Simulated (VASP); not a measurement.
Set up this calculation in VASP 6.6.1, as the native input.

- Task: single point
- Functional: PBE
- Potentials or basis: VASP PAW PBE potentials, release 64 (Be, Te, F)
- Cutoff: 520 eV
- k mesh: 8 × 8 × 8
- Occupations: gaussian, width 0.1 eV
- Spin: no spin polarisation
- Dipole correction: no
- Further INCAR settings: ALGO = Normal; EDIFF = 1e-07; NBANDS = 30

The structure of Be3TeF4 lies in POSCAR:

```
Be3TeF4
1.0
    4.8463530461      0.0000000000      0.0000000000
    0.0000000000      4.8463530461      0.0000000000
    0.0000000000      0.0000000000      4.8463530461
Be Te F
3 1 4
Direct
    0.5000000000      0.0000000000      0.0000000000
    0.0000000000      0.5000000000      0.0000000000
    0.0000000000      0.0000000000      0.5000000000
    0.5000000000      0.5000000000      0.5000000000
    0.0000000000      0.0000000000      0.0000000000
    0.0000000000      0.5000000000      0.5000000000
    0.5000000000      0.0000000000      0.5000000000
    0.5000000000      0.5000000000      0.0000000000
```

One way to write it, as run:

INCAR

```
PREC = Accurate
ENCUT = 520
EDIFF = 1E-7
ISMEAR = 0
SIGMA = 0.1
LREAL = False
LASPH = True
NELM = 100
ALGO = Normal
ISIF = 2
LWAVE = False
LCHARG = False
GGA = PE
NBANDS = 30
```

KPOINTS

```
regular mesh
0
Gamma
  8 8 8
```

Potentials or basis: VASP PAW PBE potentials, release 64 (Be, Te, F).

Command:

```bash
$ cat potpaw_PBE.64/Be/POTCAR potpaw_PBE.64/Te/POTCAR potpaw_PBE.64/F/POTCAR > POTCAR
$ mpirun -np 1 vasp_std > vasp.out
```

Results of the run:

```json
{
  "Pressure": "-0.4 GPa",
  "Band gap on the k mesh": "zero (band 20 reaches 5.36 eV, above the bottom of band 21 at 4.45 eV)"
}
```

Caveat: spin-orbit coupling is left out, which moves the levels of the heavy elements.

Wall time 90 s on 1 thread of AMD EPYC 9R45 96-Core Processor (Zen 5), on a shared host, peak memory 0.24 GiB.
